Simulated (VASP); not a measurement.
# ScAl (Pm-3m) in VASP: further runs, part 2 of 2

VASP 6.6.1.

## Step 3: Single point, PBEsol

Contents of INCAR:

```
SYSTEM = ScAl
PREC = Accurate ; ENCUT = 520
EDIFF = 1E-7 ; ISMEAR = -1
SIGMA = 0.05 ; LREAL = .False.
LASPH = .True. ; NELM = 60
ALGO = Normal ; ISIF = 2
LWAVE = .False. ; LCHARG = .False.
GGA = PS ; NBANDS = 14
```

Contents of KPOINTS:

```
Automatic mesh
0
Gamma
  12 12 12
  0 0 0
```

Contents of POSCAR:

```
ScAl
1.0
    3.3446046997      0.0000000000      0.0000000000
    0.0000000000      3.3446046997      0.0000000000
    0.0000000000      0.0000000000      3.3446046997
Sc Al
1 1
Direct
    0.5000000000      0.5000000000      0.5000000000
    0.0000000000      0.0000000000      0.0000000000
```

Potentials or basis: VASP PAW PBE potentials, release 64 (Sc_sv, Al).

The run is started by

```
$ cat potpaw_PBE.64/Sc_sv/POTCAR potpaw_PBE.64/Al/POTCAR > POTCAR
$ mpirun -np 1 vasp_std > vasp.out
```

OUTCAR:

```text
SYSTEM = ScAl
   PREC = Accurate
   ENCUT = 520
   EDIFF = 1E-7
   ISMEAR = -1
   LREAL = .False.
   LASPH = .True.
   NELM = 60
   ISIF = 2
   GGA = PS

 ion  position               nearest neighbor table
   1  0.500  0.500  0.500-   2 2.90   2 2.90   2 2.90   2 2.90   2 2.90   2 2.90   2 2.90   2 2.90

   2  0.000  0.000  0.000-   1 2.90   1 2.90   1 2.90   1 2.90   1 2.90   1 2.90   1 2.90   1 2.90

  LATTYP: Found a simple cubic cell.
 ALAT       =     3.3446046997

  Lattice vectors:

 A1 = (   3.3446046997,   0.0000000000,   0.0000000000)
 A2 = (   0.0000000000,   3.3446046997,   0.0000000000)
 A3 = (   0.0000000000,   0.0000000000,   3.3446046997)

Analysis of symmetry for initial positions (statically):
=====================================================================
 Subroutine PRICEL returns:
 Original cell was already a primitive cell.

 Routine SETGRP: Setting up the symmetry group for a
 simple cubic supercell.

 Subroutine GETGRP returns: Found 48 space group operations
 (whereof 48 operations were pure point group operations)
 out of a pool of 48 trial point group operations.

The static configuration has the point symmetry O_h .

Analysis of symmetry for dynamics (positions and initial velocities):
=====================================================================
 Subroutine PRICEL returns:
 Original cell was already a primitive cell.

 Routine SETGRP: Setting up the symmetry group for a
 simple cubic supercell.

 Subroutine GETGRP returns: Found 48 space group operations
 (whereof 48 operations were pure point group operations)
 out of a pool of 48 trial point group operations.

The dynamic configuration has the point symmetry O_h .

 Subroutine INISYM returns: Found 48 space group operations
 (whereof 48 operations are pure point group operations),
 and found     1 'primitive' translations

[... 119 lines left out ...]
   GGA     = PS    functional components
   LHFCALC =     F    Hartree Fock is set to
   AEXX    =    0.0000 exact exchange contribution
   IVDW    =     0    specifies the selected vdW correction
   LEPSILON=     F    determine dielectric tensor
   LRPA    =     F    only Hartree local field effects (RPA)
 non-spin polarized calculation
  energy-cutoff  :      520.00
  volume of cell :       37.41
 maximum number of plane-waves:      1024
 NGX is ok and might be reduce to    28
   NGX = 13   NGY = 13   NGZ = 13

 number of electron      14.0000002 magnetization

 Free energy of the ion-electron system (eV)
  ---------------------------------------------------
  ext. energy  EPLUGINS =         0.00000000
  ---------------------------------------------------
  free energy    TOTEN  =       -11.62634185 eV

  energy without entropy =      -11.62006519  energy(sigma->0) =      -11.62320352

 E-fermi :   6.1353     XC(G=0): -10.5007

 val. band max:        6.1132638524   @ k =   0.3333   0.0000   0.0000
 cond. band min:       6.2057151521   @ k =   0.5000   0.1667   0.0000
 fundamental gap:      0.0924512996
 Fermi energy:         6.1353207170

 k-point     1 :       0.0000    0.0000    0.0000
  band No.  band energies     occupation
      1     -43.0087      2.00000
      2     -21.6844      2.00000
      3     -21.6844      2.00000
      4     -21.6844      2.00000
      5      -2.3971      2.00000
      6       5.4382      2.00000
      7       5.4382      2.00000
      8       8.9290      0.00000
      9       8.9290      0.00000
     10       8.9290      0.00000
     11       9.9864      0.00000
     12       9.9864      0.00000
     13       9.9864      0.00000
     14      14.9030      0.00000
[... 377 lines left out ...]
      1     -42.9809      2.00000
      2     -21.8478      2.00000
      3     -21.8084      2.00000
      4     -21.6545      2.00000
      5       0.8330      2.00000
      6       3.4141      2.00000
      7       4.7475      2.00000
      8       6.4200      0.00671
      9       7.5337      0.00000
     10       7.9699      0.00000
     11       9.8892      0.00000
     12      11.1987      0.00000
     13      12.1606      0.00000
     14      13.7226      0.00000

 [... further k-points ...]

------------------------ aborting loop because EDIFF is reached ----------------------------------------

  FORCE on cell =-STRESS in cart. coord.  units (eV):
  Direction    XX          YY          ZZ          XY          YZ          ZX
  --------------------------------------------------------------------------------------
  -------------------------------------------------------------------------------------
  Total        0.0278160      0.0278160      0.0278160      0.0000000     -0.0000000      0.0000000
  in kB        1.1911633      1.1911633      1.1911633      0.0000000     -0.0000000      0.0000000
  external PRESSURE =       1.1911633 kB  Pullay stress =       0.0000000 kB

 VOLUME and BASIS-vectors are now :
 -----------------------------------------------------------------------------
  energy-cutoff  :      520.00
  volume of cell :       37.41
      direct lattice vectors                 reciprocal lattice vectors
     3.344604700  0.000000000  0.000000000     0.298988996  0.000000000  0.000000000
     0.000000000  3.344604700  0.000000000     0.000000000  0.298988996  0.000000000
     0.000000000  0.000000000  3.344604700     0.000000000  0.000000000  0.298988996

 POSITION                                       TOTAL-FORCE (eV/Angst)
 -----------------------------------------------------------------------------------
      1.67230      1.67230      1.67230         0.000000      0.000000      0.000000
      0.00000      0.00000      0.00000         0.000000      0.000000      0.000000
 -----------------------------------------------------------------------------------
    total drift:                                0.000000      0.000000      0.000000

  FREE ENERGIE OF THE ION-ELECTRON SYSTEM (eV)
  ---------------------------------------------------
  free  energy   TOTEN  =       -11.6263418548 eV

  energy  without entropy=      -11.6200651940  energy(sigma->0) =      -11.62320352
```

OSZICAR:

```text
N       E                     dE             d eps       ncg     rms          rms(c)
DAV:   1     0.115396339275E+03    0.11540E+03   -0.66347E+03  2424   0.934E+02
DAV:   2    -0.964190050891E+01   -0.12504E+03   -0.12145E+03  2390   0.309E+02
DAV:   3    -0.127290616073E+02   -0.30872E+01   -0.30133E+01  3456   0.594E+01
DAV:   4    -0.127998369738E+02   -0.70775E-01   -0.70737E-01  2790   0.771E+00
DAV:   5    -0.128025608066E+02   -0.27238E-02   -0.27237E-02  3570   0.143E+00    0.780E+00
DAV:   6    -0.116871091831E+02    0.11155E+01   -0.18863E+00  3606   0.201E+01    0.223E+00
DAV:   7    -0.116408621844E+02    0.46247E-01   -0.94382E-02  3870   0.310E+00    0.957E-01
DAV:   8    -0.116269487568E+02    0.13913E-01   -0.15351E-02  3210   0.131E+00    0.243E-01
DAV:   9    -0.116263913781E+02    0.55738E-03   -0.17462E-03  3650   0.694E-01    0.111E-01
DAV:  10    -0.116263561452E+02    0.35233E-04   -0.31215E-04  3560   0.259E-01    0.336E-02
DAV:  11    -0.116263425472E+02    0.13598E-04   -0.51827E-05  3552   0.117E-01    0.769E-03
DAV:  12    -0.116263418845E+02    0.66263E-06   -0.32583E-06  3560   0.274E-02    0.348E-03
DAV:  13    -0.116263418548E+02    0.29743E-07   -0.47718E-08  1582   0.327E-03
   1 F= -.11626342E+02 E0= -.11623204E+02  d E =-.627666E-02
```

stdout:

```text
POSCAR found type information on POSCAR ScAl
 POSCAR found :  2 types and       2 ions
 scaLAPACK will be used
 -----------------------------------------------------------------------------
|                                                                             |
|                                                                             |
|     You enforced a specific xc type in the INCAR file but a different       |
|     I HOPE YOU KNOW WHAT YOU ARE DOING!                                     |
|                                                                             |
 -----------------------------------------------------------------------------

 LDA part: xc-table for (Slater+PW92), standard interpolation
 POSCAR, INCAR and KPOINTS ok, starting setup
 FFT: planning ... GRIDC
 FFT: planning ... GRID_SOFT
 FFT: planning ... GRID
 WAVECAR not read
 entering main loop
```

It took 56 s on 1 thread of Intel Xeon 8259CL, shared host; peak memory 0.19 GiB.

What came out:

* Free energy: -11.6263 eV
* Pressure: 0.1 GPa
* Band gap on the k mesh: zero (bands 7 and 8 overlap by 1.19 eV)

Levels at points of the mesh, in eV from the Fermi level:
```tsv
k point	band 5	band 6	band 7	band 8	band 9	band 10
(0.00, 0.00, 0.00)	-8.53	-0.70	-0.70	2.79	2.79	2.79
(0.50, 0.00, 0.00)	-5.67	-4.60	0.27	0.81	0.81	3.03
(0.50, 0.50, 0.00)	-4.74	-1.83	-1.83	-0.84	1.57	1.57
(0.50, 0.50, 0.50)	-2.59	-2.59	-2.59	-0.32	2.98	2.98
```

Caveat: the PAW data sets were made with another functional, which shifts forces and pressure a little.
